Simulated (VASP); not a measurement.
# Cr (Im-3m) in VASP: relaxation of cell and atoms with PBEsol

Aim: the relaxation of cell and atoms of Cr with PBEsol.

Everything below comes from runs of VASP 6.6.1. Logs are shortened: lines on timing, memory, paths and dates and some standing lists are left out, and cuts for length are marked.

### 1 The cell of the first run

Symmetry: Im-3m, No. 229, cubic system. The conventional cell has a = 2.880 Å, b = 2.880 Å, c = 2.880 Å, α = 90.00°, β = 90.00°, γ = 90.00°. Cr (site symmetry m-3m) has 14 Cr at 2.49 to 2.88 Å within 3.3 Å.

### 2 Relaxation of cell and atoms, PBEsol, target pressure 10 GPa, at which the enthalpy is minimised

INCAR reads:

```
ALGO = Fast
EDIFF = 1E-6
EDIFFG = -0.003
ENCUT = 600
GGA = PS
IBRION = 2
ISIF = 3
ISMEAR = 0
LASPH = True
LCHARG = False
LREAL = False
LWAVE = False
NELM = 60
NSW = 80
PREC = Accurate
PSTRESS = 100.0
SIGMA = 0.1
```

KPOINTS reads:

```
k-points
0
Gamma
  38 38 38
```

POSCAR reads:

```
Cr
1.0
    2.8800000000      0.0000000000      0.0000000000
    0.0000000000      2.8800000000      0.0000000000
    0.0000000000      0.0000000000      2.8800000000
Cr
2
Direct
    0.0000000000      0.0000000000      0.0000000000
    0.5000000000      0.5000000000      0.5000000000
```

Potentials or basis: VASP PAW PBE potentials, release 64 (Cr_pv).

Launch:

```console
$ cat potpaw_PBE.64/Cr_pv/POTCAR > POTCAR
$ mpirun -np 1 vasp_std > vasp.out
```

OUTCAR:

```text
EDIFF = 1E-6
   EDIFFG = -0.003
   ENCUT = 600
   GGA = PS
   IBRION = 2
   ISIF = 3
   ISMEAR = 0
   LASPH = True
   LREAL = False
   NELM = 60
   NSW = 80
   PREC = Accurate
   PSTRESS = 100.0

 ion  position               nearest neighbor table
   1  0.000  0.000  0.000-   2 2.49   2 2.49   2 2.49   2 2.49   2 2.49   2 2.49   2 2.49   2 2.49

   2  0.500  0.500  0.500-   1 2.49   1 2.49   1 2.49   1 2.49   1 2.49   1 2.49   1 2.49   1 2.49

  LATTYP: Found a simple cubic cell.
 ALAT       =     2.8800000000

  Lattice vectors:

 A1 = (   2.8800000000,   0.0000000000,   0.0000000000)
 A2 = (   0.0000000000,   2.8800000000,   0.0000000000)
 A3 = (   0.0000000000,   0.0000000000,   2.8800000000)

Analysis of symmetry for initial positions (statically):
=====================================================================
 Subroutine PRICEL returns following result:

  LATTYP: Found a body centered cubic cell.
 ALAT       =     2.8800000000

  Lattice vectors:

 A1 = (   1.4400000000,   1.4400000000,  -1.4400000000)
 A2 = (  -1.4400000000,   1.4400000000,   1.4400000000)
 A3 = (   1.4400000000,  -1.4400000000,   1.4400000000)

   2 primitive cells build up your supercell.

 Routine SETGRP: Setting up the symmetry group for a
 simple cubic supercell.

 Subroutine GETGRP returns: Found 48 space group operations
 (whereof 48 operations were pure point group operations)
 out of a pool of 48 trial point group operations.

The static configuration has the point symmetry O_h .

Analysis of symmetry for dynamics (positions and initial velocities):
=====================================================================
 Subroutine PRICEL returns following result:

  LATTYP: Found a body centered cubic cell.
 ALAT       =     2.8800000000

  Lattice vectors:

 A1 = (   1.4400000000,   1.4400000000,  -1.4400000000)
 A2 = (  -1.4400000000,   1.4400000000,   1.4400000000)
 A3 = (   1.4400000000,  -1.4400000000,   1.4400000000)

   2 primitive cells build up your supercell.

 Routine SETGRP: Setting up the symmetry group for a
 simple cubic supercell.

 Subroutine GETGRP returns: Found 48 space group operations
 (whereof 48 operations were pure point group operations)
 out of a pool of 48 trial point group operations.

The dynamic configuration has the point symmetry O_h .

 Subroutine INISYM returns: Found 48 space group operations
 (whereof 48 operations are pure point group operations),
 and found     2 'primitive' translations

----------------------------------------------------------------------------------------

                                     Primitive cell

  volume of cell :      11.9439

  direct lattice vectors                    reciprocal lattice vectors
     1.440000000  1.440000000 -1.440000000     0.347222222  0.347222222  0.000000000
    -1.440000000  1.440000000  1.440000000     0.000000000  0.347222222  0.347222222
     1.440000000 -1.440000000  1.440000000     0.347222222  0.000000000  0.347222222

  length of vectors
     2.494153163  2.494153163  2.494153163     0.491046376  0.491046376  0.491046376

  position of ions in fractional coordinates (direct lattice)
     0.000000000  0.000000000  0.000000000

  ion indices of the primitive-cell ions
   primitive index   ion index
                 1           1

----------------------------------------------------------------------------------------

 KPOINTS: k-points

Automatic generation of k-mesh.
 Grid dimensions read from file:
 generate k-points for:   38   38   38

 Generating k-lattice:

  Cartesian coordinates                     Fractional coordinates (reciprocal lattice)
     0.009137427  0.000000000  0.000000000     0.026315789  0.000000000  0.000000000
     0.000000000  0.009137427  0.000000000     0.000000000  0.026315789  0.000000000
     0.000000000  0.000000000  0.009137427     0.000000000  0.000000000  0.026315789

  Length of vectors
     0.009137427  0.009137427  0.009137427

  Shift w.r.t. Gamma in fractional coordinates (k-lattice)
     0.000000000  0.000000000  0.000000000

 Subroutine IBZKPT returns following result:
 ===========================================

 Found   1540 irreducible k-points:

 Following reciprocal coordinates:
            Coordinates               Weight
  0.000000  0.000000  0.000000      1.000000
  0.026316  0.000000  0.000000      6.000000
  0.052632  0.000000  0.000000      6.000000
  0.078947  0.000000  0.000000      6.000000
  0.105263  0.000000  0.000000      6.000000
  0.131579  0.000000  0.000000      6.000000
[... 16 lines left out ...]
  0.078947  0.026316  0.000000     24.000000
  0.105263  0.026316  0.000000     24.000000
 [... further k-points ...]
   k-points           NKPTS =   1540   k-points in BZ     NKDIM =   1540   number of bands    NBANDS=     16
   number of dos      NEDOS =    301   number of ions     NIONS =      2
   total plane-waves  NPLWV =  13824
   dimension x,y,z NGX =    24 NGY =   24 NGZ =   24
   dimension x,y,z NGXF=    48 NGYF=   48 NGZF=   48
   ions per type =               2
   NGX,Y,Z   is equivalent  to a cutoff of  13.85, 13.85, 13.85 a.u.
   NGXF,Y,Z  is equivalent  to a cutoff of  27.71, 27.71, 27.71 a.u.
 SYSTEM =  unknown system
   PREC   = accura    normal or accurate (medium, high low for compatibility)
   ISTART =      0    job   : 0-new  1-cont  2-samecut
   ICHARG =      2    charge: 1-file 2-atom 10-const
   ISPIN  =      1    spin polarized calculation?
   LNONCOLLINEAR =      F non collinear calculations
   LSORBIT =      F    spin-orbit coupling
   LASPH  =      T    aspherical Exc in radial PAW
   ENCUT  =  600.0 eV  44.10 Ry    6.64 a.u.   5.75  5.75  5.75*2*pi/ulx,y,z
   NELM   =     60;   NELMIN=  2; NELMDL= -5     # of ELM steps
   EDIFF  = 0.1E-05   stopping-criterion for ELM
   LREAL  =      F    real-space projection
   EDIFFG = -.3E-02   stopping-criterion for IOM
   NSW    =     80    number of steps for IOM
   IBRION =      2    ionic relax: 0-MD 1-quasi-New 2-CG
   NFREE  =      1    steps in history (QN), initial steepest desc. (CG)
   ISIF   =      3    stress and relaxation
   ISYM   =      2    0-nonsym 1-usesym 2-fastsym
   POTIM  = 0.5000    time-step for ionic-motion
   TEBEG  =    0.0;   TEEND  =   0.0 temperature during run
   PSTRESS=  100.0 pullay stress
   NELECT =      24.0000    total number of electrons
   NUPDOWN=      -1.0000    fix difference up-down
   EMIN   =  10.00;   EMAX   =-10.00  energy-range for DOS
   EFERMI =   0.00;   METHOD = LEGACY
   ISMEAR =     0;   SIGMA  =   0.10  broadening in eV -4-tet -1-fermi 0-gaus
   EFERMI_NEDOS =   21; number of points for ismear=-14 and -15
   IALGO  =     68    algorithm
   IMIX   =      4    mixing-type and parameters
     AMIX     =   0.40;   BMIX     =  1.00
     AMIX_MAG =   1.60;   BMIX_MAG =  1.00
  volume/ion in A,a.u.               =      11.94        80.60
  Fermi-wavevector in a.u.,A,eV,Ry     =   1.639656  3.098501 36.578882  2.688472
  Thomas-Fermi vector in A             =   2.730425
   LORBIT       =      0    0 simple, 1 ext, 2 COOP (PROOUT), +10 PAW based schemes
   GGA     = PS    functional components
   LHFCALC =     F    Hartree Fock is set to
   AEXX    =    0.0000 exact exchange contribution
   IVDW    =     0    specifies the selected vdW correction
   LEPSILON=     F    determine dielectric tensor
   LRPA    =     F    only Hartree local field effects (RPA)
 conjugate gradient relaxation of ions
 non-spin polarized calculation
 RMM-DIIS sequential band-by-band and
 Gauss-broadening in eV      SIGMA  =   0.10
  energy-cutoff  :      600.00
  volume of cell :       23.89
 maximum number of plane-waves:       840
 NGX is ok and might be reduce to    24
   NGX = 11   NGY = 11   NGZ = 11

--------------------------------------- Ionic step        1  -------------------------------------------

 number of electron      23.9999979 magnetization

 Free energy of the ion-electron system (eV)
  ---------------------------------------------------
  ext. energy  EPLUGINS =         0.00000000
  ---------------------------------------------------
  free energy    TOTEN  =       -20.39461573 eV

  energy without entropy =      -20.38748323  energy(sigma->0) =      -20.39104948

------------------------ aborting loop because EDIFF is reached ----------------------------------------

  FORCE on cell =-STRESS in cart. coord.  units (eV):
  Direction    XX          YY          ZZ          XY          YZ          ZX
  --------------------------------------------------------------------------------------
  -------------------------------------------------------------------------------------
  Total       -2.6001273     -2.6001273     -2.6001273     -0.0000000      0.0000000      0.0000000
  in kB     -174.3924715   -174.3924715   -174.3924715     -0.0000000      0.0000000      0.0000000
  external PRESSURE =    -274.3924715 kB  Pullay stress =     100.0000000 kB

 VOLUME and BASIS-vectors are now :
 -----------------------------------------------------------------------------
  energy-cutoff  :      600.00
  volume of cell :       23.89
      direct lattice vectors                 reciprocal lattice vectors
     2.880000000  0.000000000  0.000000000     0.347222222  0.000000000  0.000000000
     0.000000000  2.880000000  0.000000000     0.000000000  0.347222222  0.000000000
     0.000000000  0.000000000  2.880000000     0.000000000  0.000000000  0.347222222
[... 198 lines left out ...]
  FREE ENERGIE OF THE ION-ELECTRON SYSTEM (eV)
  ---------------------------------------------------
  free  energy   TOTEN  =       -20.4699812998 eV

  energy  without entropy=      -20.4634876490  energy(sigma->0) =      -20.46673447

  enthalpy is  TOTEN    =       -19.1249001032 eV   P V=        1.3450811966

--------------------------------------- Ionic step        7  -------------------------------------------

 number of electron      24.0000015 magnetization

 Free energy of the ion-electron system (eV)
  ---------------------------------------------------
  ext. energy  EPLUGINS =         0.00000000
  ---------------------------------------------------
  free energy    TOTEN  =       -20.46812237 eV

  energy without entropy =      -20.46163455  energy(sigma->0) =      -20.46487846

 E-fermi :  11.8841     XC(G=0): -14.2557

 val. band max:       11.8832213009   @ k =   0.4211   0.0526   0.0263
 cond. band min:      11.8843126204   @ k =   0.2105   0.2105   0.0263
 fundamental gap:      0.0010913195
 Fermi energy:        11.8841461821

 k-point     1 :       0.0000    0.0000    0.0000
  band No.  band energies     occupation
      1     -31.3971      2.00000
      2     -31.3971      2.00000
      3     -31.3971      2.00000
      4     -30.6111      2.00000
      5     -30.6111      2.00000
      6     -30.6111      2.00000
[... 8 lines left out ...]
     15      14.5908      0.00000
     16      14.5908      0.00000
[... 419 lines left out ...]
 k-point    24 :       0.1053    0.0263    0.0000
  band No.  band energies     occupation
      1     -31.4054      2.00000
      2     -31.3732      2.00000
      3     -31.3674      2.00000
      4     -30.6666      2.00000
      5     -30.6322      2.00000
      6     -30.6258      2.00000
[... 8 lines left out ...]
     15      14.1855      0.00000
     16      14.2237      0.00000

 [... further k-points ...]

------------------------ aborting loop because EDIFF is reached ----------------------------------------

  FORCE on cell =-STRESS in cart. coord.  units (eV):
  Direction    XX          YY          ZZ          XY          YZ          ZX
  --------------------------------------------------------------------------------------
  -------------------------------------------------------------------------------------
  Total        1.3450420      1.3450420      1.3450420     -0.0000000     -0.0000000     -0.0000000
  in kB      100.1388075    100.1388075    100.1388075     -0.0000000     -0.0000000     -0.0000000
  external PRESSURE =       0.1388075 kB  Pullay stress =     100.0000000 kB

 VOLUME and BASIS-vectors are now :
 -----------------------------------------------------------------------------
  energy-cutoff  :      600.00
  volume of cell :       21.52
      direct lattice vectors                 reciprocal lattice vectors
     2.781514550 -0.000000000  0.000000000     0.359516365  0.000000000 -0.000000000
    -0.000000000  2.781514550 -0.000000000     0.000000000  0.359516365 -0.000000000
     0.000000000  0.000000000  2.781514550    -0.000000000  0.000000000  0.359516365

 POSITION                                       TOTAL-FORCE (eV/Angst)
 -----------------------------------------------------------------------------------
      0.00000     -0.00000      0.00000         0.000000     -0.000000     -0.000000
      1.39076      1.39076      1.39076        -0.000000      0.000000      0.000000
 -----------------------------------------------------------------------------------
    total drift:                                0.000000      0.000000     -0.000000

  FREE ENERGIE OF THE ION-ELECTRON SYSTEM (eV)
  ---------------------------------------------------
  free  energy   TOTEN  =       -20.4681223660 eV

  energy  without entropy=      -20.4616345528  energy(sigma->0) =      -20.46487846

  enthalpy is  TOTEN    =       -19.1249448113 eV   P V=        1.3431775547

 reached required accuracy - stopping structural energy minimisation
```

It took 66 min on 1 thread of Oxide Virtual Turin-like, shared host; peak memory 0.69 GiB.

What came out:

```yaml
Free_energy: -20.4681 eV
Relaxed_volume: 10.76 Å³/atom
Relaxed_cell: a = 2.782 Å, b = 2.782 Å, c = 2.782 Å, α = 90.00°, β = 90.00°, γ = 90.00°
Space_group_after_relaxing_to_0.1_Å: Im-3m (No. 229)
Energy_change_on_relaxing_the_run_minimises_the_enthalpy: -36.8 meV/atom
Ionic_steps: 7
Pressure_after_relaxing: 10.0 GPa
Band_gap_on_the_k_mesh: zero (bands 12 and 13 overlap by 1.70 eV)
```

Step by step:
| step | energy change (eV) | largest force (eV/Å) | pressure (GPa) | volume (Å³) |
| --- | --- | --- | --- | --- |
| 1 | 0.0000 | 0.0000 | -17.44 | 23.89 |
| 2 | 1.2645 | 0.0000 | 112.73 | 17.49 |
| 3 | -0.0824 | 0.0000 | 7.52 | 21.68 |
| 4 | -0.0754 | 0.0000 | 9.53 | 21.55 |
| 5 | -0.0726 | 0.0000 | 10.24 | 21.51 |
| 6 | -0.0754 | 0.0000 | 9.53 | 21.55 |
| 7 | -0.0735 | 0.0000 | 10.01 | 21.52 |

Final structure:
```cif
data_structure
_symmetry_space_group_name_H-M 'P 1'
_symmetry_Int_Tables_number 1
_cell_length_a 2.7815
_cell_length_b 2.7815
_cell_length_c 2.7815
_cell_angle_alpha 90.000
_cell_angle_beta 90.000
_cell_angle_gamma 90.000
_cell_volume 21.52
loop_
_atom_site_label
_atom_site_type_symbol
_atom_site_fract_x
_atom_site_fract_y
_atom_site_fract_z
_atom_site_occupancy
Cr1 Cr 0.00000 0.00000 0.00000 1
Cr2 Cr 0.50000 0.50000 0.50000 1
```

Levels at points of the mesh, in eV from the Fermi level:
| k point | band 10 | band 11 | band 12 | band 13 | band 14 | band 15 |
| --- | --- | --- | --- | --- | --- | --- |
| (0.00, 0.00, 0.00) | -1.02 | -1.02 | -1.02 | 1.20 | 1.20 | 2.71 |
| (0.50, 0.00, 0.00) | -2.09 | -0.46 | -0.46 | -0.46 | -0.46 | 0.73 |
| (0.50, 0.50, 0.00) | -2.74 | 1.23 | 1.23 | 1.29 | 1.29 | 1.59 |
| (0.50, 0.50, 0.50) | -2.53 | -2.53 | -2.53 | 1.66 | 1.66 | 1.66 |

Caveat: the cell is relaxed towards a set pressure, so the run minimises the enthalpy, not the energy; the PAW data sets were made with another functional, which shifts forces and pressure a little; the run has no spin polarisation, though such a crystal can be magnetic. Spin polarisation is off, so any magnetic state and its effect on volume and gap are missing.
